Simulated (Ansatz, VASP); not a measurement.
Se: VASP beside Ansatz

```
Se
1.0
     5.66200    3.26896    1.47139
    -5.66200    3.26896    1.47139
     0.00000   -6.53791    1.47139
Se
6
Direct
  0.28066 0.16251 0.91818
  0.91818 0.28066 0.16251
  0.16251 0.91818 0.28066
  0.71934 0.83749 0.08182
  0.08182 0.71934 0.83749
  0.83749 0.08182 0.71934
```

Change from the starting cell: volume scaled by 0.99, PAW files.

Alike in both runs: task electric field gradients; functional PBE; k mesh 6 × 6 × 6; occupations fermi-dirac, width 0.01 eV; no spin polarisation.

```csv
,VASP,Ansatz
version,VASP 6.6.1,Ansatz 0.2.0
potentials or method,"VASP PAW PBE potentials, release 64 (Se)","PAW with Ansatz's default frozen-core files, scalar-relativistic"
plane-wave cutoff (eV),520,420
valence electrons in the cell,36,96
```

VASP gave:

* gap on the k mesh at the Fermi level (eV): 1.21
* pressure (GPa): 3.4
* traceless stress, the component that is largest in VASP (GPa): -0.52
* rms of the force components (eV/Å): 0.360
* size of Vzz on the site where it differs most (V/Å²): 552.6

Question: Estimate Ansatz's values.

Answer: gap on the k mesh at the Fermi level (eV): 1.21; pressure (GPa): 3.3; traceless stress, the component that is largest in VASP (GPa): -0.47; rms of the force components (eV/Å): 0.338; size of Vzz on the site where it differs most (V/Å²): 571.9.

Atom by atom the forces differ by 0.023 eV/Å (rms over components). With one functional, cell and mesh, what is left measures potentials, basis and numerics. VASP's potentials hold 36 valence electrons a cell and Ansatz's 96, so a difference there can come from the potentials and not from the codes.
